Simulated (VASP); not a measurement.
**GaP: single point with PBE+D3(BJ)**

The system is GaP.

```
CELL_PARAMETERS angstrom
0.00000 2.70335 2.70335
2.70335 0.00000 2.70335
2.70335 2.70335 0.00000
ATOMIC_POSITIONS crystal
Ga 0.00000 0.00000 0.00000
P 0.75000 0.75000 0.75000
```

This cell differs from its parent crystal: volume scaled by 0.98.

```yaml
Program: VASP 6.6.1
Task: single point
Functional: PBE
Dispersion: D3(BJ)
Potentials_or_basis: VASP PAW PBE potentials, release 64 (Ga_d, P)
Cutoff: 520 eV
k_mesh: 8 × 8 × 8
Occupations: gaussian, width 0.05 eV
Spin: no spin polarisation
```

| Item | Value |
| --- | --- |
| Pressure | 1.8 GPa |
| Band gap on the k mesh | 1.60 eV, indirect (least direct gap 2.03 eV) |
| Dispersion energy per atom | -0.325 eV |

Levels at points of the mesh, in eV from the valence-band top:
```tsv
k point	band 7	band 8	band 9	band 10	band 11	band 12
(0.00, 0.00, 0.00)	0.00	0.00	0.00	2.03	3.88	3.88
(0.50, 0.00, 0.00)	-6.77	-1.15	-1.15	1.75	4.71	4.71
(0.50, 0.50, 0.00)	-6.87	-2.77	-2.77	1.60	1.80	10.78
```

Wall time 19 s on 1 thread of AMD EPYC 9R45 (Zen 5), with other jobs on the host, peak memory 0.14 GiB.

 A k mesh can miss the band edges.
